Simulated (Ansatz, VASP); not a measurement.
One calculation of MnPt2, two programs

```xyz
3
Lattice="2.8960 0.0000 0.0000 -1.4480 2.5080 0.0000 0.0000 0.0000 6.6185" Properties=species:S:1:pos:R:3 pbc="T T T"
Pt    1.4480    0.8360    2.0928
Pt    0.0000    1.6720    4.5257
Mn    0.0000    0.0000    0.0000
```

Change from the starting cell: volume scaled by 1.04.

Alike in both runs: task single point; functional PBEsol; k mesh 11 × 11 × 4; occupations fermi-dirac, width 0.05 eV; collinear spin.

```csv
,VASP,Ansatz
version,VASP 6.6.1,Ansatz 0.2.0
potentials or method,"VASP PAW PBE potentials, release 64 (Pt, Mn_pv), cutoff 520 eV","all-electron LAPW, scalar-relativistic"
```

Ansatz gave:

| Item | Value |
| --- | --- |
| gap on the k mesh at the Fermi level (eV) | none |
| pressure (GPa) | -14.9 |
| traceless stress, the component that is largest in VASP (GPa) | 1.09 |
| rms of the force components (eV/Å) | 0.024 |
| net moment per atom (μB) | 1.54 |
| size of the moment on the site where the two differ most (μB) | 3.88 |

Q: What did VASP give for the same quantities?

A: gap on the k mesh at the Fermi level (eV): none; pressure (GPa): -15.0; traceless stress, the component that is largest in VASP (GPa): 1.19; rms of the force components (eV/Å): 0.019; net moment per atom (μB): 1.54; size of the moment on the site where the two differ most (μB): 3.83.

VASP's potentials were made for PBE, not for PBEsol. Site moments also hang on the region over which each program counts them. Atom by atom the forces differ by 0.004 eV/Å (rms over components). A gap of «none» marks a metal or a gap that the smearing closes. Ansatz ran all-electron here, and VASP with PAW potentials.

Neither program's run includes spin-orbit coupling.
